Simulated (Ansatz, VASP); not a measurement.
# AlCo: VASP beside Ansatz

The input INCAR:

```
PREC = Accurate
ENCUT = 520
EDIFF = 1E-7
ISMEAR = 0
SIGMA = 0.15
LREAL = F
LASPH = T
NELM = 80
ALGO = Fast
ISIF = 2
LWAVE = F
LCHARG = F
GGA = PE
NBANDS = 13
```

Contents of KPOINTS:

```
Automatic mesh
0
Gamma
  22 22 22
```

File POSCAR:

```
AlCo
1.0
    3.1014438702      0.0000000000      0.0000000000
    0.0000000000      2.8519024094      0.0000000000
    0.0000000000      0.0000000000      2.8519024094
Al Co
1 1
Direct
    0.0000000000      0.0000000000      0.0000000000
    0.5000000000      0.5000000000      0.5000000000
```

Input for Ansatz:

```yaml
crystal:
  lattice:
    - [3.1014438702, 0.0, 0.0]
    - [0.0, 2.8519024094, 0.0]
    - [0.0, 0.0, 2.8519024094]
  atoms:
    - { symbol: Al, position: [0.0, 0.0, 0.0] }
    - { symbol: Co, position: [0.5, 0.5, 0.5] }
basis:
  ecutwfc: 420
kpoints:
  mp_grid: { grid: [22, 22, 22] }
hamiltonian:
  xc: pbe
scf:
  occupations: { method: gaussian, width: 0.15 }
output:
  forces: true
  stress: true
  eigenvalues: true
```

Change from the starting cell: strain +0.0875 x Voigt [1, 0, 0, 0, 0, 0], atoms carried along.

Alike in both runs: task single point; functional PBE; k mesh 22 × 22 × 22; occupations gaussian, width 0.15 eV; no spin polarisation.

|  | VASP | Ansatz |
| --- | --- | --- |
| version | VASP 6.6.1 | Ansatz 0.2.0 |
| potentials or method | VASP PAW PBE potentials, release 64 (Al, Co), cutoff 520 eV | scalar-relativistic, plane waves, PAW |
| valence electrons in the cell | 12 | 20 |

```csv
,VASP,Ansatz,Ansatz less VASP
gap on the k mesh at the Fermi level (eV),none,none,-
pressure (GPa),-11.9,-11.9,+0.04
"traceless stress, the component that is largest in VASP (GPa)",-4.65,-4.65,+0.002
```

A gap of «none» marks a metal or a gap that the smearing closes. VASP's potentials hold 12 valence electrons a cell and Ansatz's 20, so a difference there can come from the potentials and not from the codes.
